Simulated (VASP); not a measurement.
# Ti (Im-3m) in VASP: notebook

Runs on Ti. Level: PBEsol. Tasks: single point.

Everything below comes from runs of VASP 6.6.1. Logs are shortened: lines on timing, memory, paths and dates and some standing lists are left out, and cuts for length are marked.

## (1) The cell of the first run

Symmetry: Im-3m, No. 229, cubic system. Conventional cell: a = 3.005 Å, b = 3.005 Å, c = 3.005 Å, α = 90.00°, β = 90.00°, γ = 90.00°. Within 3.4 Å of Ti (site symmetry m-3m) lie 14 Ti at 2.60 to 3.00 Å.

This isn't the form of Ti at room conditions, which is hcp.

## (2) Single point, PBEsol (13.56 Å³/atom)

INCAR reads:

```
SYSTEM = Ti
ALGO = Normal
EDIFF = 1E-7
ENCUT = 520
GGA = PS
ISIF = 2
ISMEAR = 0
LASPH = .TRUE.
LCHARG = .FALSE.
LREAL = .FALSE.
LWAVE = .FALSE.
NBANDS = 12
NELM = 100
PREC = Accurate
SIGMA = 0.15
```

KPOINTS reads:

```
k-points
0
G
  22 22 22
  0 0 0
```

POSCAR reads:

```
Ti
1.0
   -1.5023666344      1.5023666344      1.5023666344
    1.5023666344     -1.5023666344      1.5023666344
    1.5023666344      1.5023666344     -1.5023666344
Ti
1
Direct
    0.0000000000      0.0000000000      0.0000000000
```

Potentials or basis: VASP PAW PBE potentials, release 64 (Ti_sv).

The run is started by

```sh
> cat potpaw_PBE.64/Ti_sv/POTCAR > POTCAR
> mpirun -np 1 vasp_std > vasp.out
```

OUTCAR:

```text
SYSTEM = Ti
   EDIFF = 1E-7
   ENCUT = 520
   GGA = PS
   ISIF = 2
   ISMEAR = 0
   LASPH = .TRUE.
   LREAL = .FALSE.
   NELM = 100
   PREC = Accurate

 ion  position               nearest neighbor table
   1  0.000  0.000  0.000-

  LATTYP: Found a body centered cubic cell.
 ALAT       =     3.0047332688

  Lattice vectors:

 A1 = (  -1.5023666344,   1.5023666344,   1.5023666344)
 A2 = (   1.5023666344,  -1.5023666344,   1.5023666344)
 A3 = (   1.5023666344,   1.5023666344,  -1.5023666344)

Analysis of symmetry for initial positions (statically):
=====================================================================
 Subroutine PRICEL returns:
 Original cell was already a primitive cell.

 Routine SETGRP: Setting up the symmetry group for a
 body centered cubic supercell.

 Subroutine GETGRP returns: Found 48 space group operations
 (whereof 48 operations were pure point group operations)
 out of a pool of 48 trial point group operations.

The static configuration has the point symmetry O_h .

Analysis of symmetry for dynamics (positions and initial velocities):
=====================================================================
 Subroutine PRICEL returns:
 Original cell was already a primitive cell.

 Routine SETGRP: Setting up the symmetry group for a
 body centered cubic supercell.

 Subroutine GETGRP returns: Found 48 space group operations
 (whereof 48 operations were pure point group operations)
 out of a pool of 48 trial point group operations.

The dynamic configuration has the point symmetry O_h .

 Subroutine INISYM returns: Found 48 space group operations
 (whereof 48 operations are pure point group operations),
 and found     1 'primitive' translations

----------------------------------------------------------------------------------------

                                     Primitive cell

  volume of cell :      13.5640

  direct lattice vectors                    reciprocal lattice vectors
    -1.502366634  1.502366634  1.502366634     0.000000000  0.332808243  0.332808243
     1.502366634 -1.502366634  1.502366634     0.332808243  0.000000000  0.332808243
     1.502366634  1.502366634 -1.502366634     0.332808243  0.332808243  0.000000000

  length of vectors
     2.602175342  2.602175342  2.602175342     0.470661931  0.470661931  0.470661931

  position of ions in fractional coordinates (direct lattice)
     0.000000000  0.000000000  0.000000000

  ion indices of the primitive-cell ions
   primitive index   ion index
                 1           1

----------------------------------------------------------------------------------------

 KPOINTS: k-points

Automatic generation of k-mesh.
 Grid dimensions read from file:
 generate k-points for:   22   22   22

 Generating k-lattice:

  Cartesian coordinates                     Fractional coordinates (reciprocal lattice)
     0.000000000  0.015127647  0.015127647     0.045454545  0.000000000  0.000000000
     0.015127647  0.000000000  0.015127647     0.000000000  0.045454545  0.000000000
     0.015127647  0.015127647  0.000000000     0.000000000  0.000000000  0.045454545

  Length of vectors
     0.021393724  0.021393724  0.021393724

  Shift w.r.t. Gamma in fractional coordinates (k-lattice)
     0.000000000  0.000000000  0.000000000

 Subroutine IBZKPT returns following result:
 ===========================================

 Found    328 irreducible k-points:

 Following reciprocal coordinates:
            Coordinates               Weight
  0.000000  0.000000  0.000000      1.000000
  0.045455  0.000000  0.000000     12.000000
  0.090909  0.000000  0.000000     12.000000
  0.136364  0.000000  0.000000     12.000000
  0.181818  0.000000  0.000000     12.000000
  0.227273  0.000000  0.000000     12.000000
[... 16 lines left out ...]
  0.090909  0.090909  0.000000     24.000000
  0.136364  0.090909  0.000000     48.000000
 [... further k-points ...]
   k-points           NKPTS =    328   k-points in BZ     NKDIM =    328   number of bands    NBANDS=     12
   number of dos      NEDOS =    301   number of ions     NIONS =      1
   total plane-waves  NPLWV =   8000
   dimension x,y,z NGX =    20 NGY =   20 NGZ =   20
   dimension x,y,z NGXF=    40 NGYF=   40 NGZF=   40
   ions per type =               1
   NGX,Y,Z   is equivalent  to a cutoff of  12.78, 12.78, 12.78 a.u.
   NGXF,Y,Z  is equivalent  to a cutoff of  25.55, 25.55, 25.55 a.u.
 SYSTEM =  Ti
   PREC   = accura    normal or accurate (medium, high low for compatibility)
   ISTART =      0    job   : 0-new  1-cont  2-samecut
   ICHARG =      2    charge: 1-file 2-atom 10-const
   ISPIN  =      1    spin polarized calculation?
   LNONCOLLINEAR =      F non collinear calculations
   LSORBIT =      F    spin-orbit coupling
   LASPH  =      T    aspherical Exc in radial PAW
   ENCUT  =  520.0 eV  38.22 Ry    6.18 a.u.   4.84  4.84  4.84*2*pi/ulx,y,z
   NELM   =    100;   NELMIN=  2; NELMDL= -5     # of ELM steps
   EDIFF  = 0.1E-06   stopping-criterion for ELM
   LREAL  =      F    real-space projection
   EDIFFG = 0.1E-05   stopping-criterion for IOM
   NSW    =      0    number of steps for IOM
   IBRION =     -1    ionic relax: 0-MD 1-quasi-New 2-CG
   NFREE  =      0    steps in history (QN), initial steepest desc. (CG)
   ISIF   =      2    stress and relaxation
   ISYM   =      2    0-nonsym 1-usesym 2-fastsym
   POTIM  = 0.5000    time-step for ionic-motion
   TEBEG  =    0.0;   TEEND  =   0.0 temperature during run
   PSTRESS=    0.0 pullay stress
   NELECT =      12.0000    total number of electrons
   NUPDOWN=      -1.0000    fix difference up-down
   EMIN   =  10.00;   EMAX   =-10.00  energy-range for DOS
   EFERMI =   0.00;   METHOD = LEGACY
   ISMEAR =     0;   SIGMA  =   0.15  broadening in eV -4-tet -1-fermi 0-gaus
   EFERMI_NEDOS =   21; number of points for ismear=-14 and -15
   IALGO  =     38    algorithm
   IMIX   =      4    mixing-type and parameters
     AMIX     =   0.40;   BMIX     =  1.00
     AMIX_MAG =   1.60;   BMIX_MAG =  1.00
  volume/ion in A,a.u.               =      13.56        91.53
  Fermi-wavevector in a.u.,A,eV,Ry     =   1.571590  2.969875 33.604973  2.469896
  Thomas-Fermi vector in A             =   2.673151
   LORBIT       =      0    0 simple, 1 ext, 2 COOP (PROOUT), +10 PAW based schemes
   GGA     = PS    functional components
   LHFCALC =     F    Hartree Fock is set to
   AEXX    =    0.0000 exact exchange contribution
   IVDW    =     0    specifies the selected vdW correction
   LEPSILON=     F    determine dielectric tensor
   LRPA    =     F    only Hartree local field effects (RPA)
 non-spin polarized calculation
 Gauss-broadening in eV      SIGMA  =   0.15
  energy-cutoff  :      520.00
  volume of cell :       13.56
 maximum number of plane-waves:       376
   NGX =  9   NGY =  9   NGZ =  9

 number of electron      11.9999996 magnetization

 Free energy of the ion-electron system (eV)
  ---------------------------------------------------
  ext. energy  EPLUGINS =         0.00000000
  ---------------------------------------------------
  free energy    TOTEN  =        -8.00585600 eV

  energy without entropy =       -7.98795296  energy(sigma->0) =       -7.99690448

 E-fermi :  10.7801     XC(G=0): -12.8638

 val. band max:       10.7796165179   @ k =   0.2727   0.1818   0.0909
 cond. band min:      10.7804791105   @ k =  -0.2727   0.2727   0.1818
 fundamental gap:      0.0008625926
 Fermi energy:        10.7800547881

 k-point     1 :       0.0000    0.0000    0.0000
  band No.  band energies     occupation
      1     -45.1215      2.00000
      2     -20.6249      2.00000
      3     -20.6249      2.00000
      4     -20.6249      2.00000
      5       4.4201      2.00000
      6      11.9471      0.00000
      7      11.9471      0.00000
      8      11.9471      0.00000
      9      14.3310      0.00000
     10      14.3310      0.00000
     11      29.9974      0.00000
     12      29.9974      0.00000

 k-point     2 :       0.0455    0.0000    0.0000
  band No.  band energies     occupation
      1     -45.1145      2.00000
      2     -20.6568      2.00000
      3     -20.6341      2.00000
      4     -20.6253      2.00000
      5       4.5115      2.00000
      6      11.9000      0.00000
      7      11.9354      0.00000
      8      12.0192      0.00000
      9      14.2703      0.00000
     10      14.3331      0.00000
     11      29.9801      0.00000
     12      30.0200      0.00000

 k-point     3 :       0.0909    0.0000    0.0000
  band No.  band energies     occupation
      1     -45.0943      2.00000
      2     -20.7492      2.00000
      3     -20.6608      2.00000
      4     -20.6264      2.00000
      5       4.7793      2.00000
      6      11.7649      0.00000
      7      11.8883      0.00000
      8      12.2325      0.00000
      9      14.1202      0.00000
     10      14.3410      0.00000
     11      29.8837      0.00000
     12      30.0482      0.00000
[... 286 lines left out ...]
 k-point    23 :       0.0909    0.0909    0.0000
  band No.  band energies     occupation
      1     -45.0441      2.00000
      2     -20.9721      2.00000
      3     -20.7021      2.00000
      4     -20.6556      2.00000
      5       5.4491      2.00000
      6      11.5172      0.00000
      7      11.5980      0.00000
      8      12.8273      0.00000
      9      13.8281      0.00000
     10      14.4335      0.00000
     11      29.3910      0.00000
     12      30.1159      0.00000

 k-point    24 :       0.1364    0.0909    0.0000
  band No.  band energies     occupation
      1     -45.0042      2.00000
      2     -21.1381      2.00000
      3     -20.7532      2.00000
      4     -20.6656      2.00000
      5       5.9806      2.00000
      6      11.2848      0.00000
      7      11.3891      0.00000
      8      13.3113      0.00000
      9      13.7253      0.00000
     10      14.5135      0.00000
     11      28.9187      0.00000
     12      29.6442      0.00000

 [... further k-points ...]

------------------------ aborting loop because EDIFF is reached ----------------------------------------

  FORCE on cell =-STRESS in cart. coord.  units (eV):
  Direction    XX          YY          ZZ          XY          YZ          ZX
  --------------------------------------------------------------------------------------
  -------------------------------------------------------------------------------------
  Total        2.5312418      2.5312418      2.5312418     -0.0000000      0.0000000     -0.0000000
  in kB      298.9898458    298.9898458    298.9898458     -0.0000000      0.0000000     -0.0000000
  external PRESSURE =     298.9898458 kB  Pullay stress =       0.0000000 kB

 VOLUME and BASIS-vectors are now :
 -----------------------------------------------------------------------------
  energy-cutoff  :      520.00
  volume of cell :       13.56
      direct lattice vectors                 reciprocal lattice vectors
    -1.502366634  1.502366634  1.502366634     0.000000000  0.332808243  0.332808243
     1.502366634 -1.502366634  1.502366634     0.332808243  0.000000000  0.332808243
     1.502366634  1.502366634 -1.502366634     0.332808243  0.332808243  0.000000000

 POSITION                                       TOTAL-FORCE (eV/Angst)
 -----------------------------------------------------------------------------------
      0.00000      0.00000      0.00000        -0.000000     -0.000000      0.000000
 -----------------------------------------------------------------------------------
    total drift:                                0.000000     -0.000000      0.000000

  FREE ENERGIE OF THE ION-ELECTRON SYSTEM (eV)
  ---------------------------------------------------
  free  energy   TOTEN  =        -8.0058560019 eV

  energy  without entropy=       -7.9879529578  energy(sigma->0) =       -7.99690448
```

Wall time 84 s (1 thread of Intel Xeon 8259CL, shared host); peak memory 0.17 GiB.

What came out:

| Item | Value |
| --- | --- |
| Free energy | -8.0059 eV |
| Pressure | 29.9 GPa |
| Band gap on the k mesh | zero (bands 6 and 7 overlap by 2.02 eV) |

Caveat: the cell stands under pressure; the PAW data sets were made with another functional, which shifts forces and pressure a little.

## (3) Single point, PBEsol (14.56 Å³/atom)

This run uses another cell than the first one, of 14.56 Å³/atom.

INCAR reads:

```
SYSTEM = Ti
  PREC = Accurate
  ENCUT = 520
  EDIFF = 1E-6
  ISMEAR = 0
  SIGMA = 0.15
  LREAL = .False.
  LASPH = .True.
  NELM = 80
  ALGO = Fast
  ISIF = 2
  LWAVE = .False.
  LCHARG = .False.
  GGA = PS
  NBANDS = 12
```

KPOINTS reads:

```
Automatic mesh
0
Gamma
  22 22 22
  0 0 0
```

POSCAR reads:

```
Ti
1.0
   -1.5381686782      1.5381686782      1.5381686782
    1.5381686782     -1.5381686782      1.5381686782
    1.5381686782      1.5381686782     -1.5381686782
Ti
1
Direct
    0.0000000000      0.0000000000      0.0000000000
```

Potentials or basis: VASP PAW PBE potentials, release 64 (Ti_sv).

The run is started by

```sh
> cat potpaw_PBE.64/Ti_sv/POTCAR > POTCAR
> mpirun -np 1 vasp_std > vasp.out
```

Wall time 2.9 min (1 thread of Intel Xeon 8259CL, shared host); peak memory 0.17 GiB.

Results (log left out):

| Item | Value |
| --- | --- |
| Free energy | -8.1508 eV |
| Pressure | 17.1 GPa |
| Band gap on the k mesh | zero (bands 6 and 7 overlap by 1.91 eV) |

Levels at points of the mesh, in eV from the Fermi level:
```csv
k point,band 2,band 3,band 4,band 5,band 6,band 7,band 8,band 9,band 10,band 11
"(0.00, 0.00, 0.00)",-31.65,-31.65,-31.65,-6.27,1.13,1.13,1.13,3.32,3.32,18.70
"(0.50, 0.00, 0.00)",-32.84,-32.01,-31.67,-2.93,-0.63,1.83,3.36,3.79,5.33,10.92
"(0.50, 0.50, 0.50)",-32.45,-32.45,-32.45,-2.78,-2.78,4.87,4.87,4.87,9.95,9.95
```

Caveat: the cell stands under pressure; the PAW data sets were made with another functional, which shifts forces and pressure a little.

## (4) Single point, PBEsol (15.55 Å³/atom)

This run uses another cell than the first one, of 15.55 Å³/atom.

INCAR reads:

```
SYSTEM = Ti
PREC = Accurate ; ENCUT = 520
EDIFF = 1E-6 ; ISMEAR = 0
SIGMA = 0.15 ; LREAL = .FALSE.
LASPH = .TRUE. ; NELM = 80
ALGO = Normal ; ISIF = 2
LWAVE = .FALSE. ; LCHARG = .FALSE.
GGA = PS ; NBANDS = 12
```

KPOINTS reads:

```
Automatic mesh
0
G
  22 22 22
  0 0 0
```

POSCAR reads:

```
Ti
1.0
   -1.5723437212      1.5723437212      1.5723437212
    1.5723437212     -1.5723437212      1.5723437212
    1.5723437212      1.5723437212     -1.5723437212
Ti
1
Direct
    0.0000000000      0.0000000000      0.0000000000
```

The run is started by

```sh
> cat potpaw_PBE.64/Ti_sv/POTCAR > POTCAR
> mpirun -np 1 vasp_std > vasp.out
```

Run time: 73 s. Hardware: 1 thread of Intel Xeon 8259CL, shared host; peak memory 0.17 GiB.

The run converged. Its results:

```yaml
Free_energy: -8.2262 eV
Pressure: 7.4 GPa
Band_gap_on_the_k_mesh: zero (bands 6 and 7 overlap by 1.80 eV)
```

Levels at points of the mesh, in eV from the Fermi level:
| k point | band 4 | band 5 | band 6 | band 7 | band 8 | band 9 |
| --- | --- | --- | --- | --- | --- | --- |
| (0.00, 0.00, 0.00) | -31.88 | -6.17 | 1.08 | 1.08 | 1.08 | 3.11 |
| (0.50, 0.00, 0.00) | -31.89 | -2.74 | -0.53 | 1.54 | 3.12 | 3.53 |
| (0.50, 0.50, 0.50) | -32.53 | -2.50 | -2.50 | 4.51 | 4.51 | 4.51 |

Caveat: the cell stands under pressure; the PAW data sets were made with another functional, which shifts forces and pressure a little.

## (5) The runs side by side

| cell | gap on the mesh (eV) | pressure (GPa) |
| --- | --- | --- |
| a = 2.602 Å, angles 109.5°, 1 atom | none | 29.9 |
| a = 2.664 Å, angles 109.5°, 1 atom | none | 17.1 |
| a = 2.723 Å, angles 109.5°, 1 atom | none | 7.4 |

Alike in all rows: task single point; level PBEsol; potentials or basis VASP PAW PBE potentials, release 64 (Ti_sv); no spin polarisation; k mesh 22 × 22 × 22; cutoff (eV) 520; smearing gaussian 0.15 eV.

Caveats: the cell stands under pressure; the PAW data sets were made with another functional, which shifts forces and pressure a little.

Absolute energies hang on the potentials; compare differences alone.
